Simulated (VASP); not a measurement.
**TaSi: single point with PBE**

Sheet: TaSi, a sheet with vacuum.

```xyz
2
Lattice="2.7386 0.0000 0.0000 -1.3693 2.3717 0.0000 0.0000 0.0000 29.0170" Properties=species:S:1:pos:R:3 pbc="T T T"
Ta    0.0000    0.0000    6.6810
Si    0.0000    0.0000    9.3190
```

```yaml
Program: VASP 6.6.1
Task: single point
Functional: PBE
Potentials_or_basis: VASP PAW PBE potentials, release 64 (Ta_pv, Si)
Cutoff: 400 eV
k_mesh: 11 × 11 × 1
Occupations: fermi-dirac, width 0.05 eV
Spin: no spin polarisation
Dipole_correction: no
Further_INCAR_settings: ALGO = Normal; EDIFF = 1e-06; NBANDS = 14; NELMDL = -8
```

```
Largest force : 0.010 eV/Å
```

Forces on the atoms (eV/Å):
```
Ta   0.000  0.000 -0.010
Si   0.000  0.000  0.010
```

Levels at points of the mesh, in eV from the Fermi level:
| k point | band 5 | band 6 | band 7 | band 8 | band 9 | band 10 |
| --- | --- | --- | --- | --- | --- | --- |
| (0.00, 0.00, 0.00) | -6.25 | -3.43 | -0.09 | 1.07 | 1.07 | 3.02 |

Run time: 110 s on 1 thread of Intel Xeon 8259CL, with other jobs on the host, peak memory 0.24 GiB.

Caveat: spin-orbit coupling is left out, which moves the levels of the heavy elements.
